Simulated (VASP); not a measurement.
# Ti (Fd-3m) in VASP: notebook

Runs on Ti. Level: revPBE. Tasks: single point.

Everything below comes from runs of VASP 6.6.1. Logs are shortened: lines on timing, memory, paths and dates and some standing lists are left out, and cuts for length are marked.

## (1) The cell of the first run

The structure is cubic, space group Fd-3m (No. 227). The conventional cell has a = 5.790 Å, b = 5.790 Å, c = 5.790 Å, α = 90.00°, β = 90.00°, γ = 90.00°. Within 3.3 Å of Ti (site symmetry -43m) lie 4 Ti at 2.51 Å.

## (2) Single point, revPBE

The input, INCAR:

```
SYSTEM = Ti
  PREC = Accurate
  ENCUT = 520
  EDIFF = 1E-6
  ISMEAR = -1
  SIGMA = 0.1
  LREAL = .FALSE.
  LASPH = .TRUE.
  NELM = 100
  ALGO = Normal
  ISIF = 2
  LWAVE = .FALSE.
  LCHARG = .FALSE.
  GGA = RE
  NBANDS = 19
```

The input, KPOINTS:

```
Automatic mesh
0
G
  10 10 10
  0 0 0
```

The input, POSCAR:

```
Ti
1.0
    0.0000000000      2.8947880116      2.8947880116
    2.8947880116      0.0000000000      2.8947880116
    2.8947880116      2.8947880116      0.0000000000
Ti
2
Direct
    0.1250000000      0.1250000000      0.1250000000
    0.8750000000      0.8750000000      0.8750000000
```

Potentials or basis: VASP PAW PBE potentials, release 64 (Ti_sv).

Launch:

```sh
$ cat potpaw_PBE.64/Ti_sv/POTCAR > POTCAR
$ mpirun -np 1 vasp_std > vasp.out
```

OUTCAR:

```text
SYSTEM = Ti
   PREC = Accurate
   ENCUT = 520
   EDIFF = 1E-6
   ISMEAR = -1
   LREAL = .FALSE.
   LASPH = .TRUE.
   NELM = 100
   ISIF = 2
   GGA = RE

 ion  position               nearest neighbor table
   1  0.125  0.125  0.125-   2 2.51   2 2.51   2 2.51   2 2.51
   2  0.875  0.875  0.875-   1 2.51   1 2.51   1 2.51   1 2.51

  LATTYP: Found a face centered cubic cell.
 ALAT       =     5.7895760232

  Lattice vectors:

 A1 = (   0.0000000000,   2.8947880116,   2.8947880116)
 A2 = (   2.8947880116,   0.0000000000,   2.8947880116)
 A3 = (   2.8947880116,   2.8947880116,   0.0000000000)

Analysis of symmetry for initial positions (statically):
=====================================================================
 Subroutine PRICEL returns:
 Original cell was already a primitive cell.

 Routine SETGRP: Setting up the symmetry group for a
 face centered cubic supercell.

 Subroutine GETGRP returns: Found 48 space group operations
 (whereof 12 operations were pure point group operations)
 out of a pool of 48 trial point group operations.

The static configuration has the point symmetry D_3d.
 The point group associated with its full space group is O_h .

Analysis of symmetry for dynamics (positions and initial velocities):
=====================================================================
 Subroutine PRICEL returns:
 Original cell was already a primitive cell.

 Routine SETGRP: Setting up the symmetry group for a
 face centered cubic supercell.

 Subroutine GETGRP returns: Found 48 space group operations
 (whereof 12 operations were pure point group operations)
 out of a pool of 48 trial point group operations.

The dynamic configuration has the point symmetry D_3d.
 The point group associated with its full space group is O_h .

 Subroutine INISYM returns: Found 48 space group operations
 (whereof 12 operations are pure point group operations),
 and found     1 'primitive' translations

----------------------------------------------------------------------------------------

                                     Primitive cell

  volume of cell :      48.5155

  direct lattice vectors                    reciprocal lattice vectors
     0.000000000  2.894788012  2.894788012    -0.172724220  0.172724220  0.172724220
     2.894788012  0.000000000  2.894788012     0.172724220 -0.172724220  0.172724220
     2.894788012  2.894788012  0.000000000     0.172724220  0.172724220 -0.172724220
[... 80 lines left out ...]
   LSORBIT =      F    spin-orbit coupling
   LASPH  =      T    aspherical Exc in radial PAW
   ENCUT  =  520.0 eV  38.22 Ry    6.18 a.u.   7.61  7.61  7.61*2*pi/ulx,y,z
   NELM   =    100;   NELMIN=  2; NELMDL= -5     # of ELM steps
   EDIFF  = 0.1E-05   stopping-criterion for ELM
   LREAL  =      F    real-space projection
   EDIFFG = 0.1E-04   stopping-criterion for IOM
   NSW    =      0    number of steps for IOM
   IBRION =     -1    ionic relax: 0-MD 1-quasi-New 2-CG
   NFREE  =      0    steps in history (QN), initial steepest desc. (CG)
   ISIF   =      2    stress and relaxation
   ISYM   =      2    0-nonsym 1-usesym 2-fastsym
   POTIM  = 0.5000    time-step for ionic-motion
   TEBEG  =    0.0;   TEEND  =   0.0 temperature during run
   PSTRESS=    0.0 pullay stress
   NELECT =      24.0000    total number of electrons
   NUPDOWN=      -1.0000    fix difference up-down
   EMIN   =  10.00;   EMAX   =-10.00  energy-range for DOS
   EFERMI =   0.00;   METHOD = LEGACY
   ISMEAR =    -1;   SIGMA  =   0.10  broadening in eV -4-tet -1-fermi 0-gaus
   EFERMI_NEDOS =   21; number of points for ismear=-14 and -15
   IALGO  =     38    algorithm
   IMIX   =      4    mixing-type and parameters
     AMIX     =   0.40;   BMIX     =  1.00
     AMIX_MAG =   1.60;   BMIX_MAG =  1.00
  volume/ion in A,a.u.               =      24.26       163.70
  Fermi-wavevector in a.u.,A,eV,Ry     =   1.294748  2.446718 22.808420  1.676372
  Thomas-Fermi vector in A             =   2.426311
   LORBIT       =      0    0 simple, 1 ext, 2 COOP (PROOUT), +10 PAW based schemes
   GGA     = RE    functional components
   LHFCALC =     F    Hartree Fock is set to
   AEXX    =    0.0000 exact exchange contribution
   IVDW    =     0    specifies the selected vdW correction
   LEPSILON=     F    determine dielectric tensor
   LRPA    =     F    only Hartree local field effects (RPA)
 non-spin polarized calculation
  energy-cutoff  :      520.00
  volume of cell :       48.52
 maximum number of plane-waves:      1326
   NGX = 15   NGY = 15   NGZ = 15

 number of electron      24.0000010 magnetization

 Free energy of the ion-electron system (eV)
  ---------------------------------------------------
  ext. energy  EPLUGINS =         0.00000000
  ---------------------------------------------------
  free energy    TOTEN  =       -10.44837129 eV

  energy without entropy =      -10.21811195  energy(sigma->0) =      -10.33324162

 E-fermi :   4.9666     XC(G=0):  -9.6394

 val. band max:        4.9655954724   @ k =  -0.3000   0.4000   0.2000
 cond. band min:       4.9711371072   @ k =   0.5000   0.3000   0.1000
 fundamental gap:      0.0055416348
 Fermi energy:         4.9666074598

 k-point     1 :       0.0000    0.0000    0.0000
  band No.  band energies     occupation
      1     -51.8785      2.00000
      2     -51.4723      2.00000
      3     -28.2616      2.00000
      4     -28.2616      2.00000
      5     -28.2616      2.00000
      6     -27.6361      2.00000
[... 505 lines left out ...]
      6     -27.8108      2.00000
[... 11 lines left out ...]
     18       7.6631      0.00000
     19       8.7379      0.00000

 [... further k-points ...]

------------------------ aborting loop because EDIFF is reached ----------------------------------------

  FORCE on cell =-STRESS in cart. coord.  units (eV):
  Direction    XX          YY          ZZ          XY          YZ          ZX
  --------------------------------------------------------------------------------------
  -------------------------------------------------------------------------------------
  Total        0.0154488      0.0154488      0.0154488      0.0000000     -0.0000000      0.0000000
  in kB        0.5101817      0.5101817      0.5101817      0.0000000     -0.0000000      0.0000000
  external PRESSURE =       0.5101817 kB  Pullay stress =       0.0000000 kB

 VOLUME and BASIS-vectors are now :
 -----------------------------------------------------------------------------
  energy-cutoff  :      520.00
  volume of cell :       48.52
      direct lattice vectors                 reciprocal lattice vectors
     0.000000000  2.894788012  2.894788012    -0.172724220  0.172724220  0.172724220
     2.894788012  0.000000000  2.894788012     0.172724220 -0.172724220  0.172724220
     2.894788012  2.894788012  0.000000000     0.172724220  0.172724220 -0.172724220

 POSITION                                       TOTAL-FORCE (eV/Angst)
 -----------------------------------------------------------------------------------
      0.72370      0.72370      0.72370         0.000000      0.000000      0.000000
      5.06588      5.06588      5.06588        -0.000000     -0.000000     -0.000000
 -----------------------------------------------------------------------------------
    total drift:                               -0.000000      0.000000      0.000000

  FREE ENERGIE OF THE ION-ELECTRON SYSTEM (eV)
  ---------------------------------------------------
  free  energy   TOTEN  =       -10.4483712906 eV

  energy  without entropy=      -10.2181119513  energy(sigma->0) =      -10.33324162
```

Wall time 64 s (1 thread of Intel Xeon Platinum 8259CL at 2.50GHz (Skylake/Cascade Lake), shared host); peak memory 0.18 GiB.

Results:

```yaml
Free_energy: -10.4484 eV
Pressure: 0.1 GPa
Band_gap_on_the_k_mesh: zero (band 12 reaches 5.02 eV, above the bottom of band 13 at 4.83 eV)
```

Caveat: the PAW data sets were made with another functional, which shifts forces and pressure a little.

## (3) Single point, revPBE (volume scaled by 0.88)

The input, INCAR:

```
SYSTEM = Ti
ALGO = Normal
EDIFF = 1E-6
ENCUT = 520
GGA = RE
ISIF = 2
ISMEAR = -1
LASPH = .TRUE.
LCHARG = .FALSE.
LREAL = .FALSE.
LWAVE = .FALSE.
NBANDS = 19
NELM = 100
PREC = Accurate
SIGMA = 0.1
```

The input, KPOINTS:

```
k-points
0
G
  11 11 11
  0 0 0
```

The input, POSCAR:

```
Ti
1.0
    0.0000000000      2.7740289522      2.7740289522
    2.7740289522      0.0000000000      2.7740289522
    2.7740289522      2.7740289522      0.0000000000
Ti
2
Direct
    0.1250000000      0.1250000000      0.1250000000
    0.8750000000      0.8750000000      0.8750000000
```

Potentials or basis: VASP PAW PBE potentials, release 64 (Ti_sv).

Launch:

```sh
$ cat potpaw_PBE.64/Ti_sv/POTCAR > POTCAR
$ mpirun -np 1 vasp_std > vasp.out
```

Wall time 56 s (1 thread of Intel Xeon Platinum 8259CL at 2.50GHz (Skylake/Cascade Lake), shared host); peak memory 0.18 GiB.

It converged, with:

* Free energy: -10.3684 eV
* Pressure: 4.7 GPa
* Band gap on the k mesh: zero (band 12 reaches 6.13 eV, above the bottom of band 13 at 5.91 eV)

Levels at points of the mesh, in eV from the Fermi level:
```csv
k point,band 9,band 10,band 11,band 12,band 13,band 14,band 15,band 16
"(0.00, 0.00, 0.00)",-4.95,-0.72,-0.72,-0.14,-0.14,-0.14,1.80,1.80
```

Caveat: the PAW data sets were made with another functional, which shifts forces and pressure a little.
